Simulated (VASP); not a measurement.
Crystal: Pb.

```
Pb
1.0
     3.47159    0.00000    0.00000
    -1.73580    3.00649    0.00000
     0.00000    0.00000    5.99739
Pb
2
Cartesian
  0.0000 2.0043 1.4993
  1.7358 1.0022 4.4980
```

- Program: VASP 6.6.1
- Task: relaxation of cell and atoms
- Functional: PBEsol
- Potentials or basis: VASP PAW PBE potentials, release 64 (Pb_d)
- Cutoff: 600 eV
- k mesh: 15 × 15 × 8
- Occupations: gaussian, width 0.1 eV
- Spin: no spin polarisation

At the start: pressure -1.7 GPa; volume 31.30 Å³/atom.

**Question.** Where does the relaxation end?

**Answer.** Over 6 steps the energy falls by 17.4 meV/atom and the volume is 29.89 Å³/atom (-4.5 %); space group P6_3/mmc (No. 194, to 0.05 Å).

Step by step:
```csv
step,energy change (eV),largest force (eV/Å),pressure (GPa),volume (Å³)
1,0.0000,0.0000,-1.70,62.60
2,-0.0307,0.0000,0.18,59.62
3,-0.0311,0.0000,0.41,59.32
4,-0.0346,0.0000,0.12,59.70
5,-0.0347,0.0000,0.02,59.79
6,-0.0347,0.0000,-0.01,59.78
```

Final structure:
```cif
data_structure
_symmetry_space_group_name_H-M 'P 1'
_symmetry_Int_Tables_number 1
_cell_length_a 3.4717
_cell_length_b 3.4717
_cell_length_c 5.7271
_cell_angle_alpha 90.000
_cell_angle_beta 90.000
_cell_angle_gamma 120.000
_cell_volume 59.78
loop_
_atom_site_label
_atom_site_type_symbol
_atom_site_fract_x
_atom_site_fract_y
_atom_site_fract_z
_atom_site_occupancy
Pb1 Pb 0.33333 0.66667 0.25000 1
Pb2 Pb 0.66667 0.33333 0.75000 1
```

Caveat: the PAW data sets were made with another functional, which shifts forces and pressure a little.
